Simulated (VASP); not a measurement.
# Si (P1) in VASP: single point with PBE

Aim: the single point of Si with PBE.

All numbers are computed with VASP 6.6.1; they aren't measurements. Logs are shortened: lines on timing, memory, paths and dates and some standing lists are left out, and cuts for length are marked.

## (1) The cell of the first run

The typed cell holds 8 atoms: a = 5.431 Å, b = 5.431 Å, c = 5.431 Å, α = 90.00°, β = 90.00°, γ = 90.00°.

## (2) Single point, PBE

File INCAR:

```
PREC = Accurate
ENCUT = 500
EDIFF = 1E-6
ISMEAR = 0
SIGMA = 0.01
LREAL = False
LASPH = True
NELM = 120
ALGO = Normal
ISIF = 2
LWAVE = False
LCHARG = False
GGA = PE
NBANDS = 26
GGA_COMPAT = False
```

File KPOINTS:

```
regular mesh
0
Gamma
  1 1 1
```

File POSCAR:

```
Si
1.0
    5.4310000000      0.0000000000      0.0000000000
    0.0000000000      5.4310000000      0.0000000000
    0.0000000000      0.0000000000      5.4310000000
Si
8
Direct
    0.0100000000      0.0050000000      0.0000000000
    0.0000000000      0.5000000000      0.5000000000
    0.5000000000      0.0000000000      0.5000000000
    0.5000000000      0.5000000000      0.0000000000
    0.2500000000      0.2500000000      0.2500000000
    0.2500000000      0.7500000000      0.7500000000
    0.7500000000      0.2500000000      0.7500000000
    0.7500000000      0.7500000000      0.2500000000
```

Potentials or basis: VASP PAW PBE potentials, release 64 (Si).

On the command line:

```
cat potpaw_PBE.64/Si/POTCAR > POTCAR
mpirun -np 1 vasp_gam > vasp.out
```

OUTCAR:

```text
PREC = Accurate
   ENCUT = 500
   EDIFF = 1E-6
   ISMEAR = 0
   LREAL = False
   LASPH = True
   NELM = 120
   ISIF = 2
   GGA = PE

 ion  position               nearest neighbor table
   1  0.010  0.005  0.000-   5 2.30   6 2.34   7 2.37   8 2.40
   2  0.000  0.500  0.500-   5 2.35   6 2.35   7 2.35   8 2.35
   3  0.500  0.000  0.500-   5 2.35   6 2.35   7 2.35   8 2.35
   4  0.500  0.500  0.000-   5 2.35   6 2.35   7 2.35   8 2.35
   5  0.250  0.250  0.250-   1 2.30   2 2.35   3 2.35   4 2.35
   6  0.250  0.750  0.750-   1 2.34   2 2.35   3 2.35   4 2.35
   7  0.750  0.250  0.750-   2 2.35   3 2.35   4 2.35   1 2.37
   8  0.750  0.750  0.250-   2 2.35   3 2.35   4 2.35   1 2.40

  LATTYP: Found a simple cubic cell.
 ALAT       =     5.4310000000

  Lattice vectors:

 A1 = (   5.4310000000,   0.0000000000,   0.0000000000)
 A2 = (   0.0000000000,   5.4310000000,   0.0000000000)
 A3 = (   0.0000000000,   0.0000000000,   5.4310000000)

Analysis of symmetry for initial positions (statically):
=====================================================================
 Subroutine PRICEL returns:
 Original cell was already a primitive cell.

 Routine SETGRP: Setting up the symmetry group for a
 simple cubic supercell.

 Subroutine GETGRP returns: Found  1 space group operations
 (whereof  1 operations were pure point group operations)
 out of a pool of 48 trial point group operations.

The static configuration has the point symmetry C_1 .

Analysis of symmetry for dynamics (positions and initial velocities):
=====================================================================
 Subroutine PRICEL returns:
 Original cell was already a primitive cell.

 Routine SETGRP: Setting up the symmetry group for a
 simple cubic supercell.

 Subroutine GETGRP returns: Found  1 space group operations
 (whereof  1 operations were pure point group operations)
 out of a pool of 48 trial point group operations.

The dynamic configuration has the point symmetry C_1 .

 Subroutine INISYM returns: Found  1 space group operations
 (whereof  1 operations are pure point group operations),
 and found     1 'primitive' translations

[... 82 lines left out ...]
   EDIFF  = 0.1E-05   stopping-criterion for ELM
   LREAL  =      F    real-space projection
   EDIFFG = 0.1E-04   stopping-criterion for IOM
   NSW    =      0    number of steps for IOM
   IBRION =     -1    ionic relax: 0-MD 1-quasi-New 2-CG
   NFREE  =      0    steps in history (QN), initial steepest desc. (CG)
   ISIF   =      2    stress and relaxation
   ISYM   =      2    0-nonsym 1-usesym 2-fastsym
   POTIM  = 0.5000    time-step for ionic-motion
   TEBEG  =    0.0;   TEEND  =   0.0 temperature during run
   PSTRESS=    0.0 pullay stress
   NELECT =      32.0000    total number of electrons
   NUPDOWN=      -1.0000    fix difference up-down
   EMIN   =  10.00;   EMAX   =-10.00  energy-range for DOS
   EFERMI =   0.00;   METHOD = LEGACY
   ISMEAR =     0;   SIGMA  =   0.01  broadening in eV -4-tet -1-fermi 0-gaus
   EFERMI_NEDOS =   21; number of points for ismear=-14 and -15
   IALGO  =     38    algorithm
   IMIX   =      4    mixing-type and parameters
     AMIX     =   0.40;   BMIX     =  1.00
     AMIX_MAG =   1.60;   BMIX_MAG =  1.00
  volume/ion in A,a.u.               =      20.02       135.13
  Fermi-wavevector in a.u.,A,eV,Ry     =   0.956999  1.808467 12.460868  0.915848
  Thomas-Fermi vector in A             =   2.085978
   LORBIT       =      0    0 simple, 1 ext, 2 COOP (PROOUT), +10 PAW based schemes
   GGA     = PE    functional components
   LHFCALC =     F    Hartree Fock is set to
   AEXX    =    0.0000 exact exchange contribution
   IVDW    =     0    specifies the selected vdW correction
   LEPSILON=     F    determine dielectric tensor
   LRPA    =     F    only Hartree local field effects (RPA)
 non-spin polarized calculation
 Gauss-broadening in eV      SIGMA  =   0.01
  energy-cutoff  :      500.00
  volume of cell :      160.19
 maximum number of plane-waves:      2034
 NGX is ok and might be reduce to    40
   NGX = 19   NGY = 19   NGZ = 19

 number of electron      32.0000003 magnetization

 Free energy of the ion-electron system (eV)
  ---------------------------------------------------
  ext. energy  EPLUGINS =         0.00000000
  ---------------------------------------------------
  free energy    TOTEN  =       -33.14895910 eV

  energy without entropy =      -33.14895910  energy(sigma->0) =      -33.14895910

 E-fermi :   6.3197     XC(G=0):  -9.1860

 val. band max:        6.2255924280   @ k =   0.0000   0.0000   0.0000
 cond. band min:       6.6985247737   @ k =   0.0000   0.0000   0.0000
 fundamental gap:      0.4729323457
 Fermi energy:         6.3196802589

 k-point     1 :       0.0000    0.0000    0.0000
  band No.  band energies     occupation
      1      -5.8654      2.00000
      2      -1.7977      2.00000
      3      -1.7232      2.00000
      4      -1.6978      2.00000
      5      -1.6977      2.00000
      6      -1.6735      2.00000
[... 18 lines left out ...]
     25       8.6339      0.00000
     26       9.5563      0.00000

------------------------ aborting loop because EDIFF is reached ----------------------------------------

  FORCE on cell =-STRESS in cart. coord.  units (eV):
  Direction    XX          YY          ZZ          XY          YZ          ZX
  --------------------------------------------------------------------------------------
  -------------------------------------------------------------------------------------
  Total       10.9017234     10.9684229     10.9896622      0.0589426      0.6234455      0.3149248
  in kB      109.0351013    109.7022057    109.9146336      0.5895223      6.2354764      3.1497644
  external PRESSURE =     109.5506469 kB  Pullay stress =       0.0000000 kB

 VOLUME and BASIS-vectors are now :
 -----------------------------------------------------------------------------
  energy-cutoff  :      500.00
  volume of cell :      160.19
      direct lattice vectors                 reciprocal lattice vectors
     5.431000000  0.000000000  0.000000000     0.184128153  0.000000000  0.000000000
     0.000000000  5.431000000  0.000000000     0.000000000  0.184128153  0.000000000
     0.000000000  0.000000000  5.431000000     0.000000000  0.000000000  0.184128153

 POSITION                                       TOTAL-FORCE (eV/Angst)
 -----------------------------------------------------------------------------------
      0.05431      0.02716      0.00000        -0.538868     -0.269907     -0.039175
      0.00000      2.71550      2.71550        -0.237974     -0.050357     -0.006247
      2.71550      0.00000      2.71550        -0.100580     -0.118546     -0.006198
      2.71550      2.71550      0.00000        -0.100155     -0.049491      0.012261
      1.35775      1.35775      1.35775         0.366144      0.341267      0.316792
      1.35775      4.07325      4.07325         0.160523     -0.081582     -0.108083
      4.07325      1.35775      4.07325         0.138183     -0.052194      0.080273
      4.07325      4.07325      1.35775         0.312727      0.280809     -0.249623
 -----------------------------------------------------------------------------------
    total drift:                                0.000011     -0.000010     -0.000003

  FREE ENERGIE OF THE ION-ELECTRON SYSTEM (eV)
  ---------------------------------------------------
  free  energy   TOTEN  =       -33.1489590960 eV

  energy  without entropy=      -33.1489590960  energy(sigma->0) =      -33.14895910
```

stdout:

```text
POSCAR found type information on POSCAR Si
 POSCAR found :  1 types and       8 ions
 scaLAPACK will be used
 LDA part: xc-table for (Slater+PW92), standard interpolation
 POSCAR, INCAR and KPOINTS ok, starting setup
 FFT: planning ... GRIDC
 FFT: planning ... GRID_SOFT
 FFT: planning ... GRID
 WAVECAR not read
 entering main loop
```

Run time: 5.9 s. Hardware: 1 thread of AMD EPYC 7R13 (Zen 3), shared host; peak memory 0.17 GiB.

Results:

```yaml
Free_energy: -33.1490 eV
Pressure: 11.0 GPa
Largest_force: 0.604 eV/Å
```

Forces on the atoms (eV/Å):
```
Si  -0.539 -0.270 -0.039
Si  -0.238 -0.050 -0.006
Si  -0.101 -0.119 -0.006
Si  -0.100 -0.049  0.012
Si   0.366  0.341  0.317
Si   0.161 -0.082 -0.108
Si   0.138 -0.052  0.080
Si   0.313  0.281 -0.250
```

Levels at points of the mesh, in eV from the Fermi level:
```tsv
k point	band 14	band 15	band 16	band 17	band 18	band 19
(0.00, 0.00, 0.00)	-0.24	-0.17	-0.09	0.38	0.39	0.44
```

Caveat: the k points lie up to 1.16 Å⁻¹ apart, too coarse for converged energies, forces and pressures.
